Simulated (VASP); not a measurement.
# TlSnH3 (F-43m) in VASP: further runs

TlSnH3 is run at these levels: PBE; tasks: single point, relaxation of cell and atoms.

Everything below comes from runs of VASP 6.6.1. Logs are shortened: lines on timing, memory, paths and dates and some standing lists are left out, and cuts for length are marked.

**1. The cell of the first run**

It takes space group F-43m (No. 216, cubic). The conventional cell has a = 8.691 Å, b = 8.691 Å, c = 8.691 Å, α = 90.00°, β = 90.00°, γ = 90.00°. Tl (site symmetry -43m) has 12 H at 3.08 Å and 4 Tl at 3.76 Å and 4 Sn at 3.76 Å within 4.1 Å. Tl (site symmetry -43m) has 6 H at 2.43 Å within 3.2 Å. Sn (site symmetry -43m) has 6 H at 1.92 Å within 2.5 Å. Sn (site symmetry -43m) has 12 H at 3.08 Å and 4 Tl at 3.76 Å and 4 Sn at 3.76 Å within 4.1 Å. H (site symmetry 2mm) has 1 Sn at 1.92 Å and 1 Tl at 2.43 Å within 2.5 Å.

The cell was built from a structure type or drawn by symmetry, and may not be a known phase.

**2. Single point, PBE**

INCAR reads:

```
SYSTEM = TlSnH3
ALGO     = Normal         ! electronic algorithm
EDIFF    = 1E-6           ! SCF threshold, eV
ENCUT    = 520            ! plane-wave cutoff, eV
GGA      = PE             ! functional
ISIF     = 2              ! what is computed and relaxed
ISMEAR   = 0              ! smearing method
LASPH    = .TRUE.         ! aspherical terms in the spheres
LCHARG   = .FALSE.        ! write CHGCAR
LREAL    = .FALSE.        ! projectors in reciprocal space
LWAVE    = .FALSE.        ! write WAVECAR
NBANDS   = 41             ! bands
NELM     = 100            ! most SCF steps
PREC     = Accurate       ! precision mode
SIGMA    = 0.1            ! smearing width, eV
```

KPOINTS reads:

```
k-points
0
G
  8 8 8
  0 0 0
```

POSCAR reads:

```
TlSnH3
1.0
    0.0000000000      4.3454421000      4.3454421000
    4.3454421000      0.0000000000      4.3454421000
    4.3454421000      4.3454421000      0.0000000000
Tl Sn H
2 2 6
Direct
    0.0000000000      0.0000000000      0.0000000000
    0.7500000000      0.7500000000      0.7500000000
    0.2500000000      0.2500000000      0.2500000000
    0.5000000000      0.5000000000      0.5000000000
    0.0293942900      0.4706057100      0.4706057100
    0.4706057100      0.0293942900      0.0293942900
    0.4706057100      0.4706057100      0.0293942900
    0.0293942900      0.0293942900      0.4706057100
    0.0293942900      0.4706057100      0.0293942900
    0.4706057100      0.0293942900      0.4706057100
```

Potentials or basis: VASP PAW PBE potentials, release 64 (Tl_d, Sn_d, H).

Launch:

```sh
$ cat potpaw_PBE.64/Tl_d/POTCAR potpaw_PBE.64/Sn_d/POTCAR potpaw_PBE.64/H/POTCAR > POTCAR
$ mpirun -np 1 vasp_std > vasp.out
```

OUTCAR:

```text
SYSTEM = TlSnH3
   EDIFF = 1E-6
   ENCUT = 520
   GGA = PE
   ISIF = 2
   ISMEAR = 0
   LASPH = .TRUE.
   LREAL = .FALSE.
   NELM = 100
   PREC = Accurate

 ion  position               nearest neighbor table
   1  0.000  0.000  0.000-   2 3.76   2 3.76   2 3.76   2 3.76   3 3.76   3 3.76   3 3.76   3 3.76

   2  0.750  0.750  0.750-   5 2.43   6 2.43   7 2.43   8 2.43   9 2.43  10 2.43   4 3.76   4 3.76
                             1 3.76   4 3.76   4 3.76   1 3.76   1 3.76   1 3.76
   3  0.250  0.250  0.250-   5 1.92   6 1.92   7 1.92   8 1.92   9 1.92  10 1.92   1 3.76   1 3.76
                             1 3.76   1 3.76
   4  0.500  0.500  0.500-   2 3.76   2 3.76   2 3.76   2 3.76
   5  0.029  0.471  0.471-   3 1.92   2 2.43
   6  0.471  0.029  0.029-   3 1.92   2 2.43
   7  0.471  0.471  0.029-   3 1.92   2 2.43
   8  0.029  0.029  0.471-   3 1.92   2 2.43
   9  0.029  0.471  0.029-   3 1.92   2 2.43
  10  0.471  0.029  0.471-   3 1.92   2 2.43

  LATTYP: Found a face centered cubic cell.
 ALAT       =     8.6908842000

  Lattice vectors:

 A1 = (   0.0000000000,   4.3454421000,   4.3454421000)
 A2 = (   4.3454421000,   0.0000000000,   4.3454421000)
 A3 = (   4.3454421000,   4.3454421000,   0.0000000000)

Analysis of symmetry for initial positions (statically):
=====================================================================
 Subroutine PRICEL returns:
 Original cell was already a primitive cell.

 Routine SETGRP: Setting up the symmetry group for a
 face centered cubic supercell.

 Subroutine GETGRP returns: Found 24 space group operations
 (whereof 24 operations were pure point group operations)
 out of a pool of 48 trial point group operations.

The static configuration has the point symmetry T_d .

Analysis of symmetry for dynamics (positions and initial velocities):
=====================================================================
 Subroutine PRICEL returns:
 Original cell was already a primitive cell.

 Routine SETGRP: Setting up the symmetry group for a
 face centered cubic supercell.

 Subroutine GETGRP returns: Found 24 space group operations
 (whereof 24 operations were pure point group operations)
 out of a pool of 48 trial point group operations.

The dynamic configuration has the point symmetry T_d .

 Subroutine INISYM returns: Found 24 space group operations
 (whereof 24 operations are pure point group operations),
 and found     1 'primitive' translations

----------------------------------------------------------------------------------------

                                     Primitive cell

  volume of cell :     164.1088

  direct lattice vectors                    reciprocal lattice vectors
     0.000000000  4.345442100  4.345442100    -0.115063091  0.115063091  0.115063091
     4.345442100  0.000000000  4.345442100     0.115063091 -0.115063091  0.115063091
     4.345442100  4.345442100  0.000000000     0.115063091  0.115063091 -0.115063091

  length of vectors
     6.145383152  6.145383152  6.145383152     0.199295120  0.199295120  0.199295120

  position of ions in fractional coordinates (direct lattice)
     0.000000000  0.000000000  0.000000000
     0.750000000  0.750000000  0.750000000
     0.250000000  0.250000000  0.250000000
     0.500000000  0.500000000  0.500000000
     0.029394290  0.470605710  0.470605710
     0.470605710  0.029394290  0.029394290
     0.470605710  0.470605710  0.029394290
     0.029394290  0.029394290  0.470605710
     0.029394290  0.470605710  0.029394290
     0.470605710  0.029394290  0.470605710

  ion indices of the primitive-cell ions
   primitive index   ion index
                 1           1
                 2           2
                 3           3
                 4           4
                 5           5
                 6           6
                 7           7
                 8           8
                 9           9
                10          10

----------------------------------------------------------------------------------------

 KPOINTS: k-points

Automatic generation of k-mesh.
 Grid dimensions read from file:
 generate k-points for:    8    8    8

 Generating k-lattice:

  Cartesian coordinates                     Fractional coordinates (reciprocal lattice)
    -0.014382886  0.014382886  0.014382886     0.125000000  0.000000000  0.000000000
     0.014382886 -0.014382886  0.014382886     0.000000000  0.125000000  0.000000000
     0.014382886  0.014382886 -0.014382886     0.000000000  0.000000000  0.125000000

  Length of vectors
     0.024911890  0.024911890  0.024911890

  Shift w.r.t. Gamma in fractional coordinates (k-lattice)
     0.000000000  0.000000000  0.000000000

 Subroutine IBZKPT returns following result:
 ===========================================

 Found     29 irreducible k-points:

 Following reciprocal coordinates:
            Coordinates               Weight
  0.000000  0.000000  0.000000      1.000000
[... 56 lines left out ...]
   LEPSILON=     F    determine dielectric tensor
   LRPA    =     F    only Hartree local field effects (RPA)
 non-spin polarized calculation
 Gauss-broadening in eV      SIGMA  =   0.10
  energy-cutoff  :      520.00
  volume of cell :      164.11
 maximum number of plane-waves:      4477
 NGX is ok and might be reduce to    48
   NGX = 23   NGY = 23   NGZ = 23

 number of electron      59.9999993 magnetization

 Free energy of the ion-electron system (eV)
  ---------------------------------------------------
  ext. energy  EPLUGINS =         0.00000000
  ---------------------------------------------------
  free energy    TOTEN  =       -27.33936554 eV

  energy without entropy =      -27.31551759  energy(sigma->0) =      -27.32744157

 E-fermi :   4.5647     XC(G=0):  -9.1657

 val. band max:        4.5640736624   @ k =  -0.3750   0.3750   0.0000
 cond. band min:       4.5678643706   @ k =  -0.2500   0.5000   0.2500
 fundamental gap:      0.0037907082
 Fermi energy:         4.5646503651

 k-point     1 :       0.0000    0.0000    0.0000
  band No.  band energies     occupation
      1     -17.6517      2.00000
      2     -17.6517      2.00000
      3     -17.6517      2.00000
      4     -17.6508      2.00000
      5     -17.6508      2.00000
      6     -16.9252      2.00000
[... 33 lines left out ...]
     40      12.6058      0.00000
     41      12.6058      0.00000

 k-point     2 :       0.1250    0.0000    0.0000
  band No.  band energies     occupation
      1     -17.6517      2.00000
      2     -17.6517      2.00000
      3     -17.6517      2.00000
      4     -17.6507      2.00000
      5     -17.6507      2.00000
      6     -16.9252      2.00000
[... 33 lines left out ...]
     40      12.3917      0.00000
     41      12.3917      0.00000

 k-point     3 :       0.2500    0.0000    0.0000
  band No.  band energies     occupation
      1     -17.6517      2.00000
      2     -17.6517      2.00000
      3     -17.6517      2.00000
      4     -17.6506      2.00000
      5     -17.6506      2.00000
      6     -16.9252      2.00000
[... 33 lines left out ...]
     40      12.0463      0.00000
     41      12.0463      0.00000

 k-point     4 :       0.3750    0.0000    0.0000
  band No.  band energies     occupation
      1     -17.6517      2.00000
      2     -17.6517      2.00000
      3     -17.6516      2.00000
      4     -17.6506      2.00000
      5     -17.6506      2.00000
      6     -16.9253      2.00000
[... 825 lines left out ...]
     40      11.1161      0.00000
     41      11.6633      0.00000

 k-point    23 :       0.5000    0.2500    0.1250
  band No.  band energies     occupation
      1     -17.6517      2.00000
      2     -17.6516      2.00000
      3     -17.6515      2.00000
      4     -17.6506      2.00000
      5     -17.6505      2.00000
      6     -16.9253      2.00000
[... 33 lines left out ...]
     40      11.2516      0.00000
     41      11.4861      0.00000

 k-point    24 :      -0.3750    0.2500    0.1250
  band No.  band energies     occupation
      1     -17.6517      2.00000
      2     -17.6516      2.00000
      3     -17.6515      2.00000
      4     -17.6506      2.00000
      5     -17.6505      2.00000
      6     -16.9253      2.00000
[... 33 lines left out ...]
     40      10.7433      0.00000
     41      11.3546      0.00000

 [... further k-points ...]

------------------------ aborting loop because EDIFF is reached ----------------------------------------

  FORCE on cell =-STRESS in cart. coord.  units (eV):
  Direction    XX          YY          ZZ          XY          YZ          ZX
  --------------------------------------------------------------------------------------
  -------------------------------------------------------------------------------------
  Total       -0.0772699     -0.0772699     -0.0772699      0.0000000      0.0000000      0.0000000
  in kB       -0.7543781     -0.7543781     -0.7543781      0.0000000      0.0000000      0.0000000
  external PRESSURE =      -0.7543781 kB  Pullay stress =       0.0000000 kB

 VOLUME and BASIS-vectors are now :
 -----------------------------------------------------------------------------
  energy-cutoff  :      520.00
  volume of cell :      164.11
      direct lattice vectors                 reciprocal lattice vectors
     0.000000000  4.345442100  4.345442100    -0.115063091  0.115063091  0.115063091
     4.345442100  0.000000000  4.345442100     0.115063091 -0.115063091  0.115063091
     4.345442100  4.345442100  0.000000000     0.115063091  0.115063091 -0.115063091

 POSITION                                       TOTAL-FORCE (eV/Angst)
 -----------------------------------------------------------------------------------
      0.00000      0.00000      0.00000         0.000000      0.000000      0.000000
      6.51816      6.51816      6.51816         0.000000      0.000000      0.000000
      2.17272      2.17272      2.17272         0.000000      0.000000      0.000000
      4.34544      4.34544      4.34544         0.000000      0.000000      0.000000
      4.08998      2.17272      2.17272         0.005653      0.000000      0.000000
      0.25546      2.17272      2.17272        -0.005653      0.000000      0.000000
      2.17272      2.17272      4.08998         0.000000      0.000000      0.005653
      2.17272      2.17272      0.25546         0.000000      0.000000     -0.005653
      2.17272      0.25546      2.17272         0.000000     -0.005653      0.000000
      2.17272      4.08998      2.17272         0.000000      0.005653      0.000000
 -----------------------------------------------------------------------------------
    total drift:                                0.000000      0.000000     -0.000000

  FREE ENERGIE OF THE ION-ELECTRON SYSTEM (eV)
  ---------------------------------------------------
  free  energy   TOTEN  =       -27.3393655419 eV

  energy  without entropy=      -27.3155175915  energy(sigma->0) =      -27.32744157
```

Wall time 1.9 min (1 thread of Intel Xeon 6975P-C (Granite Rapids), shared host); peak memory 0.41 GiB.

What came out:

```yaml
Free_energy: -27.3394 eV
Pressure: -0.1 GPa
Largest_force: 0.006 eV/Å
Band_gap_on_the_k_mesh: zero (bands 30 and 31 overlap by 1.59 eV)
```

Forces on the atoms (eV/Å):
```
Tl   0.000  0.000  0.000
Tl   0.000  0.000  0.000
Sn   0.000  0.000  0.000
Sn   0.000  0.000  0.000
H    0.006  0.000  0.000
H   -0.006  0.000  0.000
H    0.000  0.000  0.006
H    0.000  0.000 -0.006
H    0.000 -0.006  0.000
H    0.000  0.006  0.000
```

Levels at points of the mesh, in eV from the Fermi level:
| k point | band 27 | band 28 | band 29 | band 30 | band 31 | band 32 | band 33 | band 34 |
| --- | --- | --- | --- | --- | --- | --- | --- | --- |
| (0.00, 0.00, 0.00) | -4.35 | -1.81 | -1.81 | -0.93 | -0.93 | -0.93 | 0.27 | 0.27 |
| (0.50, 0.00, 0.00) | -3.27 | -3.27 | -2.43 | -0.12 | 0.47 | 0.47 | 1.65 | 1.65 |
| (0.50, 0.50, 0.00) | -3.31 | -1.65 | -0.12 | 0.66 | 0.66 | 0.85 | 2.05 | 2.05 |

Caveat: spin-orbit coupling is left out, which moves the levels of the heavy elements.

**3. Relaxation of cell and atoms, PBE**

This run uses another cell than the first one, of 16.30 Å³/atom.

INCAR reads:

```
SYSTEM = TlSnH3
PREC = Accurate ; ENCUT = 600
EDIFF = 1E-6 ; ISMEAR = 0
SIGMA = 0.1 ; LREAL = .False.
LASPH = .True. ; NELM = 100
ALGO = Normal ; ISIF = 3
LWAVE = .False. ; LCHARG = .False.
GGA = PE ; IBRION = 2
NSW = 100 ; EDIFFG = -0.01
```

KPOINTS reads:

```
Automatic mesh
0
Gamma
  8 8 8
  0 0 0
```

POSCAR reads:

```
TlSnH3
1.0
    0.0000000000      4.3352876776      4.3352876776
    4.3352876776      0.0000000000      4.3352876776
    4.3352876776      4.3352876776      0.0000000000
Tl Sn H
2 2 6
Direct
    0.0000000000      0.0000000000      0.0000000000
    0.7500000000      0.7500000000      0.7500000000
    0.2500000000      0.2500000000      0.2500000000
    0.5000000000      0.5000000000      0.5000000000
    0.0282099472      0.4717900528      0.4717900528
    0.4717900528      0.0282099472      0.0282099472
    0.4717900528      0.4717900528      0.0282099472
    0.0282099472      0.0282099472      0.4717900528
    0.0282099472      0.4717900528      0.0282099472
    0.4717900528      0.0282099472      0.4717900528
```

Potentials or basis: VASP PAW PBE potentials, release 64 (Tl_d, Sn_d, H).

Launch:

```sh
$ cat potpaw_PBE.64/Tl_d/POTCAR potpaw_PBE.64/Sn_d/POTCAR potpaw_PBE.64/H/POTCAR > POTCAR
$ mpirun -np 1 vasp_std > vasp.out
```

Run time: 6.9 min. Hardware: 1 thread of Intel Xeon 6975P-C (Granite Rapids), shared host; peak memory 0.48 GiB.

The run converged. Its results:

```yaml
Free_energy: -27.3409 eV
Relaxed_volume: 16.42 Å³/atom
Relaxed_cell: a = 6.147 Å, b = 6.147 Å, c = 6.147 Å, α = 60.00°, β = 60.00°, γ = 60.00°
Space_group_after_relaxing_to_0.1_Å: F-43m (No. 216)
Energy_gained_by_relaxing: 0.1 meV/atom
Ionic_steps: 6
Pressure_after_relaxing: -0.1 GPa
Largest_force_after_relaxing: 0.010 eV/Å
Band_gap_on_the_k_mesh: zero (bands 30 and 31 overlap by 1.59 eV)
```

Forces in eV/Å, atoms in the order of the input:
```
Tl   0.000  0.000  0.000
Tl   0.000  0.000  0.000
Sn   0.000  0.000  0.000
Sn   0.000  0.000  0.000
H   -0.010  0.000  0.000
H    0.010  0.000  0.000
H    0.000  0.000 -0.010
H    0.000  0.000  0.010
H    0.000  0.010  0.000
H    0.000 -0.010  0.000
```

Step by step:
```csv
step,energy change (eV),largest force (eV/Å),pressure (GPa),volume (Å³)
1,0.0000,0.0257,0.09,162.96
2,-0.0003,0.0233,0.07,163.17
3,-0.0008,0.0155,-0.02,163.78
4,-0.0004,0.0003,-0.17,165.02
5,-0.0008,0.0110,-0.05,164.14
6,-0.0008,0.0099,-0.06,164.23
```

Final structure:
```xyz
10
Lattice="0.0000 4.3465 4.3465 4.3465 0.0000 4.3465 4.3465 4.3465 0.0000" Properties=species:S:1:pos:R:3 pbc="T T T"
Tl    4.3465    0.0000    4.3465
Tl    6.5198    6.5198    6.5198
Sn    2.1733    2.1733    2.1733
Sn    4.3465    4.3465    4.3465
H     4.0936    2.1733    2.1733
H     0.2529    2.1733    2.1733
H     2.1733    2.1733    4.0936
H     2.1733    2.1733    0.2529
H     2.1733    0.2529    2.1733
H     2.1733    4.0936    2.1733
```

Levels at points of the mesh, in eV from the Fermi level:
```
           k point  band 28  band 29  band 30  band 31  band 32  band 33
(0.00, 0.00, 0.00)    -1.81    -1.81    -0.93    -0.93    -0.93     0.27
(0.50, 0.00, 0.00)    -3.27    -2.42    -0.12     0.47     0.47     1.65
(0.50, 0.50, 0.00)    -1.65    -0.11     0.67     0.67     0.84     2.05
```

Caveat: spin-orbit coupling is left out, which moves the levels of the heavy elements.

**4. Single point, PBE**

This run uses another cell than the first one, of 16.03 Å³/atom.

INCAR reads:

```
PREC = Accurate ; ENCUT = 520
EDIFF = 1E-6 ; ISMEAR = 0
SIGMA = 0.1 ; LREAL = F
LASPH = T ; NELM = 100
ALGO = Normal ; ISIF = 2
LWAVE = F ; LCHARG = F
GGA = PE ; NBANDS = 41
```

KPOINTS reads:

```
Automatic mesh
0
Gamma
  4 4 4
```

POSCAR reads:

```
TlSnH3
1.0
    0.0000000000      4.3115088400      4.3115088400
    4.3115088400      0.0000000000      4.3115088400
    4.3115088400      4.3115088400      0.0000000000
Tl Sn H
2 2 6
Direct
    0.0000000000      0.0000000000      0.0000000000
    0.2500000000      0.2500000000      0.2500000000
    0.7500000000      0.7500000000      0.7500000000
    0.5000000000      0.5000000000      0.5000000000
    0.5036381800      0.9963618200      0.9963618200
    0.9963618200      0.5036381800      0.5036381800
    0.9963618200      0.5036381800      0.9963618200
    0.5036381800      0.9963618200      0.5036381800
    0.9963618200      0.9963618200      0.5036381800
    0.5036381800      0.5036381800      0.9963618200
```

Launch:

```sh
$ cat potpaw_PBE.64/Tl_d/POTCAR potpaw_PBE.64/Sn_d/POTCAR potpaw_PBE.64/H/POTCAR > POTCAR
$ mpirun -np 1 vasp_std > vasp.out
```

Wall time 34 s (1 thread of Intel Xeon 6975P-C (Granite Rapids), shared host); peak memory 0.33 GiB.

The run converged. Its results:

| Property | Result |
| --- | --- |
| Free energy | -27.0526 eV |
| Pressure | -1.5 GPa |
| Largest force | 0.401 eV/Å |
| Band gap on the k mesh | zero (bands 30 and 31 overlap by 1.63 eV) |

Forces in eV/Å, atoms in the order of the input:
```
Tl   0.000  0.000  0.000
Tl   0.000  0.000  0.000
Sn   0.000  0.000  0.000
Sn   0.000  0.000  0.000
H   -0.401  0.000  0.000
H    0.401  0.000  0.000
H    0.000 -0.401  0.000
H    0.000  0.401  0.000
H    0.000  0.000 -0.401
H    0.000  0.000  0.401
```

Levels at points of the mesh, in eV from the Fermi level:
```
           k point  band 27  band 28  band 29  band 30  band 31  band 32  band 33  band 34
(0.00, 0.00, 0.00)    -4.56    -1.82    -1.82    -1.03    -1.03    -1.03     0.07     0.07
(0.50, 0.00, 0.00)    -3.84    -3.84    -1.44    -0.88     0.50     0.50     1.69     1.69
(0.50, 0.50, 0.00)    -3.01    -1.66     0.49     0.60     1.06     1.06     1.85     1.85
```

Caveat: spin-orbit coupling is left out, which moves the levels of the heavy elements.

**5. The runs side by side**

| task | cell | k mesh | cutoff (eV) | gap on the mesh (eV) | pressure (GPa) | largest force (eV/Å) |
| --- | --- | --- | --- | --- | --- | --- |
| single point | a = 6.145 Å, angles 60.0°, 10 atoms, atomic positions A | 8 × 8 × 8 | 520 | none | -0.1 | 0.01 |
| relaxation of cell and atoms | relaxed from a = 6.131 Å, angles 60.0°, 10 atoms, atomic positions A | 8 × 8 × 8 | 600 | none | -0.1 | 0.01 |
| single point | a = 6.097 Å, angles 60.0°, 10 atoms, atomic positions B | 4 × 4 × 4 | 520 | none | -1.5 | 0.40 |

Alike in all rows: level PBE; potentials or basis VASP PAW PBE potentials, release 64 (Tl_d, Sn_d, H); no spin polarisation; smearing gaussian 0.1 eV.

Caveats: spin-orbit coupling is left out, which moves the levels of the heavy elements.

Total energies depend on the potentials used, so only differences within one code and one set of settings carry meaning.
